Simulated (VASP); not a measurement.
# TiTe2 (1T) (P-3m1) in VASP: notebook

TiTe2 (1T) is run at these levels: PBEsol; tasks: single point, relaxation of cell and atoms.

All numbers are computed with VASP 6.6.1; they aren't measurements. Logs are shortened: lines on timing, memory, paths and dates and some standing lists are left out, and cuts for length are marked.

## 1. The cell of the first run

Symmetry: P-3m1, No. 164, trigonal system. Conventional cell: a = 3.696 Å, b = 3.696 Å, c = 6.446 Å, α = 90.00°, β = 90.00°, γ = 120.00°. Within 3.6 Å of Ti (site symmetry -3m) lie 6 Te at 2.74 Å. Within 3.6 Å of Te (site symmetry 3m) lie 3 Ti at 2.74 Å.

## 2. Single point, PBEsol

Contents of INCAR:

```
SYSTEM = TiTe2
ALGO = Normal ; EDIFF = 1E-6
ENCUT = 520 ; GGA = PS
ISIF = 2 ; ISMEAR = 0
LASPH = .True. ; LCHARG = .False.
LREAL = .False. ; LWAVE = .False.
NBANDS = 19 ; NELM = 100
PREC = Accurate ; SIGMA = 0.03
```

Contents of KPOINTS:

```
k-points
0
Gamma
  12 12 8
  0 0 0
```

Contents of POSCAR:

```
TiTe2
1.0
    3.6957107767      0.0000000000      0.0000000000
   -1.8478553884      3.2005794177      0.0000000000
    0.0000000000      0.0000000000      6.4458457353
Ti Te
1 2
Direct
    0.0000000000      0.0000000000      0.0000000000
    0.3333333333      0.6666666667      0.2673204741
    0.6666666667      0.3333333333      0.7326795259
```

Potentials or basis: VASP PAW PBE potentials, release 64 (Ti_sv, Te).

The run is started by

```sh
> cat potpaw_PBE.64/Ti_sv/POTCAR potpaw_PBE.64/Te/POTCAR > POTCAR
> mpirun -np 1 vasp_std > vasp.out
```

OUTCAR:

```text
SYSTEM = TiTe2
   EDIFF = 1E-6
   ENCUT = 520
   GGA = PS
   ISIF = 2
   ISMEAR = 0
   LASPH = .True.
   LREAL = .False.
   NELM = 100
   PREC = Accurate

 ion  position               nearest neighbor table
   1  0.000  0.000  0.000-   2 2.74   3 2.74   3 2.74   2 2.74   3 2.74   2 2.74
   2  0.333  0.667  0.267-   1 2.74   1 2.74   1 2.74   3 3.68   3 3.68   3 3.68
   3  0.667  0.333  0.733-   1 2.74   1 2.74   1 2.74   2 3.68   2 3.68   2 3.68

  LATTYP: Found a hexagonal cell.
 ALAT       =     3.6957107767
 C/A-ratio  =     1.7441423652

  Lattice vectors:

 A1 = (   3.6957107767,   0.0000000000,   0.0000000000)
 A2 = (  -1.8478553884,   3.2005794177,   0.0000000000)
 A3 = (   0.0000000000,   0.0000000000,   6.4458457353)

Analysis of symmetry for initial positions (statically):
=====================================================================
 Subroutine PRICEL returns:
 Original cell was already a primitive cell.

 Routine SETGRP: Setting up the symmetry group for a
 hexagonal supercell.

 Subroutine GETGRP returns: Found 12 space group operations
 (whereof 12 operations were pure point group operations)
 out of a pool of 24 trial point group operations.

The static configuration has the point symmetry D_3d.

Analysis of symmetry for dynamics (positions and initial velocities):
=====================================================================
 Subroutine PRICEL returns:
 Original cell was already a primitive cell.

 Routine SETGRP: Setting up the symmetry group for a
 hexagonal supercell.

 Subroutine GETGRP returns: Found 12 space group operations
 (whereof 12 operations were pure point group operations)
 out of a pool of 24 trial point group operations.

The dynamic configuration has the point symmetry D_3d.

 Subroutine INISYM returns: Found 12 space group operations
 (whereof 12 operations are pure point group operations),
 and found     1 'primitive' translations

----------------------------------------------------------------------------------------

                                     Primitive cell

  volume of cell :      76.2441

  direct lattice vectors                    reciprocal lattice vectors
     3.695710777  0.000000000  0.000000000     0.270583945  0.156221713  0.000000000
    -1.847855388  3.200579418  0.000000000     0.000000000  0.312443426  0.000000000
     0.000000000  0.000000000  6.445845735     0.000000000  0.000000000  0.155138680

  length of vectors
     3.695710777  3.695710777  6.445845735     0.312443426  0.312443426  0.155138680

  position of ions in fractional coordinates (direct lattice)
     0.000000000  0.000000000  0.000000000
     0.333333333  0.666666667  0.267320474
     0.666666667  0.333333333  0.732679526

  ion indices of the primitive-cell ions
   primitive index   ion index
                 1           1
                 2           2
                 3           3

----------------------------------------------------------------------------------------

 KPOINTS: k-points

Automatic generation of k-mesh.
 Grid dimensions read from file:
 generate k-points for:   12   12    8

 Generating k-lattice:

  Cartesian coordinates                     Fractional coordinates (reciprocal lattice)
     0.022548662  0.013018476  0.000000000     0.083333333  0.000000000  0.000000000
     0.000000000  0.026036952  0.000000000     0.000000000  0.083333333  0.000000000
     0.000000000  0.000000000  0.019392335     0.000000000  0.000000000  0.125000000

  Length of vectors
     0.026036952  0.026036952  0.019392335

  Shift w.r.t. Gamma in fractional coordinates (k-lattice)
     0.000000000  0.000000000  0.000000000

 Subroutine IBZKPT returns following result:
 ===========================================

 Found    131 irreducible k-points:

 Following reciprocal coordinates:
            Coordinates               Weight
  0.000000  0.000000  0.000000      1.000000
  0.083333  0.000000  0.000000      6.000000
  0.166667  0.000000  0.000000      6.000000
  0.250000  0.000000  0.000000      6.000000
  0.333333  0.000000  0.000000      6.000000
  0.416667  0.000000  0.000000      6.000000
[... 16 lines left out ...]
  0.166667  0.000000  0.125000      6.000000
  0.000000  0.166667  0.125000      6.000000
 [... further k-points ...]
   k-points           NKPTS =    131   k-points in BZ     NKDIM =    131   number of bands    NBANDS=     19
   number of dos      NEDOS =    301   number of ions     NIONS =      3
   total plane-waves  NPLWV =  37632
   dimension x,y,z NGX =    28 NGY =   28 NGZ =   48
   dimension x,y,z NGXF=    56 NGYF=   56 NGZF=   96
   ions per type =               1   2
   NGX,Y,Z   is equivalent  to a cutoff of  12.60, 12.60, 12.38 a.u.
   NGXF,Y,Z  is equivalent  to a cutoff of  25.19, 25.19, 24.76 a.u.
 SYSTEM =  TiTe2
   PREC   = accura    normal or accurate (medium, high low for compatibility)
   ISTART =      0    job   : 0-new  1-cont  2-samecut
   ICHARG =      2    charge: 1-file 2-atom 10-const
   ISPIN  =      1    spin polarized calculation?
   LNONCOLLINEAR =      F non collinear calculations
   LSORBIT =      F    spin-orbit coupling
   LASPH  =      T    aspherical Exc in radial PAW
   ENCUT  =  520.0 eV  38.22 Ry    6.18 a.u.   6.87  6.87 11.99*2*pi/ulx,y,z
   NELM   =    100;   NELMIN=  2; NELMDL= -5     # of ELM steps
   EDIFF  = 0.1E-05   stopping-criterion for ELM
   LREAL  =      F    real-space projection
   EDIFFG = 0.1E-04   stopping-criterion for IOM
   NSW    =      0    number of steps for IOM
   IBRION =     -1    ionic relax: 0-MD 1-quasi-New 2-CG
   NFREE  =      0    steps in history (QN), initial steepest desc. (CG)
   ISIF   =      2    stress and relaxation
   ISYM   =      2    0-nonsym 1-usesym 2-fastsym
   POTIM  = 0.5000    time-step for ionic-motion
   TEBEG  =    0.0;   TEEND  =   0.0 temperature during run
   PSTRESS=    0.0 pullay stress
   NELECT =      24.0000    total number of electrons
   NUPDOWN=      -1.0000    fix difference up-down
   EMIN   =  10.00;   EMAX   =-10.00  energy-range for DOS
   EFERMI =   0.00;   METHOD = LEGACY
   ISMEAR =     0;   SIGMA  =   0.03  broadening in eV -4-tet -1-fermi 0-gaus
   EFERMI_NEDOS =   21; number of points for ismear=-14 and -15
   IALGO  =     38    algorithm
   IMIX   =      4    mixing-type and parameters
     AMIX     =   0.40;   BMIX     =  1.00
     AMIX_MAG =   1.60;   BMIX_MAG =  1.00
  volume/ion in A,a.u.               =      25.41       171.51
  Fermi-wavevector in a.u.,A,eV,Ry     =   1.113636  2.104466 16.873729  1.240184
  Thomas-Fermi vector in A             =   2.250222
   LORBIT       =      0    0 simple, 1 ext, 2 COOP (PROOUT), +10 PAW based schemes
   GGA     = PS    functional components
   LHFCALC =     F    Hartree Fock is set to
   AEXX    =    0.0000 exact exchange contribution
   IVDW    =     0    specifies the selected vdW correction
   LEPSILON=     F    determine dielectric tensor
   LRPA    =     F    only Hartree local field effects (RPA)
 non-spin polarized calculation
 Gauss-broadening in eV      SIGMA  =   0.03
  energy-cutoff  :      520.00
  volume of cell :       76.24
 maximum number of plane-waves:      2082
   NGX = 13   NGY = 13   NGZ = 23

 number of electron      24.0000001 magnetization

 Free energy of the ion-electron system (eV)
  ---------------------------------------------------
  ext. energy  EPLUGINS =         0.00000000
  ---------------------------------------------------
  free energy    TOTEN  =       -17.54084820 eV

  energy without entropy =      -17.54040222  energy(sigma->0) =      -17.54062521

 E-fermi :   7.3272     XC(G=0): -10.2541

 val. band max:        7.3266275598   @ k =   0.4167   0.0000   0.2500
 cond. band min:       7.3409018947   @ k =   0.4167   0.0000   0.1250
 fundamental gap:      0.0142743349
 Fermi energy:         7.3272176855

 k-point     1 :       0.0000    0.0000    0.0000
  band No.  band energies     occupation
      1     -49.7964      2.00000
      2     -26.1627      2.00000
      3     -26.1627      2.00000
      4     -26.1292      2.00000
      5      -5.3969      2.00000
      6      -3.7765      2.00000
[... 11 lines left out ...]
     18      12.5845      0.00000
     19      13.5131      0.00000

 k-point     2 :       0.0833    0.0000    0.0000
  band No.  band energies     occupation
      1     -49.7961      2.00000
      2     -26.1664      2.00000
      3     -26.1635      2.00000
      4     -26.1283      2.00000
      5      -5.3129      2.00000
      6      -3.7302      2.00000
[... 11 lines left out ...]
     18      13.1709      0.00000
     19      13.9154      0.00000

 k-point     3 :       0.1667    0.0000    0.0000
  band No.  band energies     occupation
      1     -49.7954      2.00000
      2     -26.1765      2.00000
      3     -26.1658      2.00000
      4     -26.1259      2.00000
      5      -5.0670      2.00000
      6      -3.6001      2.00000
[... 11 lines left out ...]
     18      13.5381      0.00000
     19      14.4261      0.00000

 k-point     4 :       0.2500    0.0000    0.0000
  band No.  band energies     occupation
      1     -49.7943      2.00000
      2     -26.1904      2.00000
      3     -26.1690      2.00000
      4     -26.1226      2.00000
      5      -4.6814      2.00000
      6      -3.4154      2.00000
[... 11 lines left out ...]
     18      13.1533      0.00000
     19      13.8776      0.00000

 k-point     5 :       0.3333    0.0000    0.0000
  band No.  band energies     occupation
      1     -49.7932      2.00000
      2     -26.2041      2.00000
      3     -26.1722      2.00000
      4     -26.1193      2.00000
      5      -4.2020      2.00000
      6      -3.2356      2.00000
[... 11 lines left out ...]
     18      12.9218      0.00000
     19      13.2048      0.00000

 k-point     6 :       0.4167    0.0000    0.0000
  band No.  band energies     occupation
      1     -49.7924      2.00000
      2     -26.2142      2.00000
      3     -26.1745      2.00000
      4     -26.1169      2.00000
      5      -3.7177      2.00000
      6      -3.1567      2.00000
[... 11 lines left out ...]
     18      12.8008      0.00000
     19      13.0053      0.00000

 k-point     7 :       0.5000    0.0000    0.0000
  band No.  band energies     occupation
      1     -49.7922      2.00000
      2     -26.2179      2.00000
      3     -26.1753      2.00000
      4     -26.1160      2.00000
      5      -3.4272      2.00000
      6      -3.2176      2.00000
[... 11 lines left out ...]
     18      12.6831      0.00000
     19      12.9339      0.00000

 k-point     8 :       0.0833    0.0833    0.0000
  band No.  band energies     occupation
      1     -49.7956      2.00000
      2     -26.1731      2.00000
      3     -26.1653      2.00000
      4     -26.1267      2.00000
      5      -5.1478      2.00000
      6      -3.6419      2.00000
[... 256 lines left out ...]
 k-point    20 :       0.0000    0.0000    0.1250
  band No.  band energies     occupation
      1     -49.7964      2.00000
      2     -26.1627      2.00000
      3     -26.1627      2.00000
      4     -26.1292      2.00000
      5      -5.3526      2.00000
      6      -3.8684      2.00000
[... 11 lines left out ...]
     18      12.6315      0.00000
     19      13.8253      0.00000

 k-point    21 :       0.0833    0.0000    0.1250
  band No.  band energies     occupation
      1     -49.7961      2.00000
      2     -26.1664      2.00000
      3     -26.1635      2.00000
      4     -26.1283      2.00000
      5      -5.2688      2.00000
      6      -3.8197      2.00000
[... 11 lines left out ...]
     18      13.2099      0.00000
     19      14.1862      0.00000

 k-point    22 :       0.0000    0.0833    0.1250
  band No.  band energies     occupation
      1     -49.7961      2.00000
      2     -26.1664      2.00000
      3     -26.1635      2.00000
      4     -26.1283      2.00000
      5      -5.2694      2.00000
      6      -3.8185      2.00000
[... 11 lines left out ...]
     18      13.1891      0.00000
     19      14.1995      0.00000

 k-point    23 :       0.1667    0.0000    0.1250
  band No.  band energies     occupation
      1     -49.7954      2.00000
      2     -26.1765      2.00000
      3     -26.1658      2.00000
      4     -26.1259      2.00000
      5      -5.0231      2.00000
      6      -3.6847      2.00000
[... 11 lines left out ...]
     18      13.7279      0.00000
     19      14.3634      0.00000

 k-point    24 :       0.0000    0.1667    0.1250
  band No.  band energies     occupation
      1     -49.7954      2.00000
      2     -26.1765      2.00000
      3     -26.1658      2.00000
      4     -26.1259      2.00000
      5      -5.0277      2.00000
      6      -3.6749      2.00000
[... 11 lines left out ...]
     18      13.3571      0.00000
     19      14.1842      0.00000

 [... further k-points ...]
[... 5 lines left out ...]
  --------------------------------------------------------------------------------------
  -------------------------------------------------------------------------------------
  Total        0.0172165      0.0172165      0.0266697     -0.0000000      0.0000000      0.0000000
  in kB        0.3617833      0.3617833      0.5604301     -0.0000000      0.0000000      0.0000000
  external PRESSURE =       0.4279989 kB  Pullay stress =       0.0000000 kB

 VOLUME and BASIS-vectors are now :
 -----------------------------------------------------------------------------
  energy-cutoff  :      520.00
  volume of cell :       76.24
      direct lattice vectors                 reciprocal lattice vectors
     3.695710777  0.000000000  0.000000000     0.270583945  0.156221713  0.000000000
    -1.847855388  3.200579418  0.000000000     0.000000000  0.312443426  0.000000000
     0.000000000  0.000000000  6.445845735     0.000000000  0.000000000  0.155138680

 POSITION                                       TOTAL-FORCE (eV/Angst)
 -----------------------------------------------------------------------------------
      0.00000      0.00000      0.00000         0.000000      0.000000      0.000000
     -0.00000      2.13372      1.72311         0.000000     -0.000000      0.020118
      1.84786      1.06686      4.72274        -0.000000      0.000000     -0.020118
 -----------------------------------------------------------------------------------
    total drift:                                0.000000      0.000000      0.000000

  FREE ENERGIE OF THE ION-ELECTRON SYSTEM (eV)
  ---------------------------------------------------
  free  energy   TOTEN  =       -17.5408481959 eV

  energy  without entropy=      -17.5404022183  energy(sigma->0) =      -17.54062521
```

It took 2.3 min on 1 thread of Intel Xeon Platinum 8259CL at 2.50GHz (Skylake/Cascade Lake), shared host; peak memory 0.32 GiB.

What came out:

* Free energy: -17.5408 eV
* Pressure: 0.0 GPa
* Largest force: 0.020 eV/Å
* Band gap on the k mesh: zero (band 12 reaches 7.77 eV, above the bottom of band 13 at 6.92 eV)

Forces in eV/Å, atoms in the order of the input:
```
Ti   0.000  0.000  0.000
Te   0.000  0.000  0.020
Te   0.000  0.000 -0.020
```

Levels at points of the mesh, in eV from the Fermi level:
| k point | band 8 | band 9 | band 10 | band 11 | band 12 | band 13 | band 14 | band 15 | band 16 | band 17 |
| --- | --- | --- | --- | --- | --- | --- | --- | --- | --- | --- |
| (0.00, 0.00, 0.00) | -1.60 | -1.60 | 0.23 | 0.44 | 0.44 | 0.61 | 1.30 | 1.30 | 3.21 | 3.21 |
| (0.50, 0.00, 0.00) | -3.94 | -2.88 | -2.53 | -1.73 | -1.10 | -0.04 | 1.28 | 1.63 | 2.45 | 3.55 |
| (0.00, 0.00, 0.50) | -2.97 | -1.52 | -1.52 | 0.43 | 0.43 | 0.93 | 0.93 | 1.07 | 3.71 | 3.71 |
| (0.50, 0.00, 0.50) | -4.87 | -2.57 | -2.05 | -0.98 | -0.48 | -0.41 | 1.28 | 1.62 | 2.69 | 3.73 |

Caveat: the PAW data sets were made with another functional, which shifts forces and pressure a little; spin-orbit coupling is left out, which moves the levels of the heavy elements; this functional lacks dispersion, which binds the layers, so the pressure and a relaxed spacing across them are unreliable.

(Part 1 of 2 ends here.)
